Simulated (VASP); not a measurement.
Write the native input for VASP 6.6.1 that does the following.

| Quantity | Value |
| --- | --- |
| Task | relaxation of cell and atoms |
| Functional | PBE |
| Potentials or basis | VASP PAW PBE potentials, release 64 (Ti_sv, Pt) |
| Cutoff | 600 eV |
| k mesh | 5 × 5 × 5 |
| Occupations | fermi-dirac, width 0.1 eV |
| Spin | no spin polarisation |
| Dipole correction | no |
| Further INCAR settings | ALGO = Normal; EDIFF = 1e-07; IBRION = 2; EDIFFG = -0.01; NSW = 60; ISIF = 3 |

The structure of TiPt3 lies in POSCAR:

```
TiPt3
1.0
    3.9097780000      0.0000000000      0.0000000000
    0.0000000000      3.9097780000      0.0000000000
    0.0000000000      0.0000000000      3.9097780000
Ti Pt
1 3
Direct
    0.0000000000      0.0000000000      0.0000000000
    0.0000000000      0.5000000000      0.5000000000
    0.5000000000      0.0000000000      0.5000000000
    0.5000000000      0.5000000000      0.0000000000
```

The input as run:

INCAR

```
PREC = Accurate
ENCUT = 600
EDIFF = 1E-7
ISMEAR = -1
SIGMA = 0.1
LREAL = F
LASPH = T
NELM = 100
ALGO = Normal
ISIF = 3
LWAVE = F
LCHARG = F
GGA = PE
IBRION = 2
NSW = 60
EDIFFG = -0.01
```

KPOINTS

```
Automatic mesh
0
Gamma
  5 5 5
```

Potentials or basis: VASP PAW PBE potentials, release 64 (Ti_sv, Pt).

The run is started by

```bash
$ cat potpaw_PBE.64/Ti_sv/POTCAR potpaw_PBE.64/Pt/POTCAR > POTCAR
$ mpirun -np 1 vasp_std > vasp.out
```

It gave:

```yaml
Relaxed_volume: 15.36 Å³/atom
Relaxed_cell: a = 3.946 Å, b = 3.946 Å, c = 3.946 Å, α = 90.00°, β = 90.00°, γ = 90.00°
Space_group_after_relaxing_to_0.05_Å: Pm-3m (No. 221)
Energy_gained_by_relaxing: 8.9 meV/atom
Ionic_steps: 4
Pressure_after_relaxing: 0.0 GPa
Band_gap_on_the_k_mesh: zero (band 21 reaches 12.53 eV, above the bottom of band 22 at 11.20 eV)
```

Caveat: spin-orbit coupling is left out, which moves the levels of the heavy elements.

Wall time 34 s on 1 thread of Intel(R) Xeon(R) 6975P-C (Granite Rapids) (shared host), peak memory 0.19 GiB.
